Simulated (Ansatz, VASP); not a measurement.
One calculation of CaW2, two programs

```
CELL_PARAMETERS angstrom
3.18987 0.00000 0.00000
-1.59494 2.76251 0.00000
0.00000 0.00000 7.21567
ATOMIC_POSITIONS crystal
Ca 0.00000 0.00000 0.50000
W 0.33333 0.66667 0.87968
W 0.66667 0.33333 0.12032
```

Alike in both runs: functional PBE; k mesh 18 × 18 × 6; occupations gaussian, width 0.1 eV; no spin polarisation.

Ansatz relaxed the structure, and its values are those at the end. VASP's run is a single point on that final structure, the one shown.

|  | VASP | Ansatz |
| --- | --- | --- |
| version | VASP 6.6.1 | Ansatz 0.2.0 |
| potentials or method | VASP PAW PBE potentials, release 64 (Ca_sv, W_sv), cutoff 520 eV | scalar-relativistic, plane waves, PAW |
| valence electrons in the cell | 38 | 38 |

VASP gave:

- gap on the k mesh at the Fermi level (eV): none
- pressure (GPa): 0.3
- rms of the force components (eV/Å): 0.031

Estimate Ansatz's values.

gap on the k mesh at the Fermi level (eV): none; pressure (GPa): 0.0; rms of the force components (eV/Å): 0.004.

A gap of «none» marks a metal or a gap that the smearing closes. The functional is the same, so the differences come from potentials, cutoffs and numerics.

Neither program's run includes spin-orbit coupling.
